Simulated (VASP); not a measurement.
A run of VASP 6.6.1 is set up as follows.

The input INCAR:

```
SYSTEM = Al2Cu
PREC = Accurate
ENCUT = 520
EDIFF = 1E-6
ISMEAR = 0
SIGMA = 0.15
LREAL = .FALSE.
LASPH = .TRUE.
NELM = 80
ALGO = Fast
ISIF = 2
LWAVE = .FALSE.
LCHARG = .TRUE.
GGA = PS
LELF = .TRUE.
LVHAR = .TRUE.
NBANDS = 16
```

Contents of KPOINTS:

```
regular mesh
0
G
  12 12 16
  0 0 0
```

Contents of POSCAR:

```
Al2Cu
1.0
    4.2066973624      0.0000000000      0.0000000000
    0.0000000000      4.2066973624      0.0000000000
    0.0000000000      0.0000000000      2.9317865938
Al Cu
2 1
Direct
    0.5000000000      0.0000000000      0.5000000000
    0.0000000000      0.5000000000      0.5000000000
    0.0000000000      0.0000000000      0.0000000000
```

Potentials or basis: VASP PAW PBE potentials, release 64 (Al, Cu).

Command:

```sh
$ cat potpaw_PBE.64/Al/POTCAR potpaw_PBE.64/Cu/POTCAR > POTCAR
$ mpirun -np 1 vasp_std > vasp.out
```

**Question.** What does it give for the pressure?

**Answer.** -7.2 GPa.

Stress tensor (GPa, compression positive):
```
-6.87  0.00  0.00
 0.00 -6.87  0.00
 0.00  0.00 -7.76
```

Caveat: the cell differs from its parent crystal (strain +0.030 along x and y, +0.030 along z); the PAW data sets were made with another functional, which shifts forces and pressure a little.
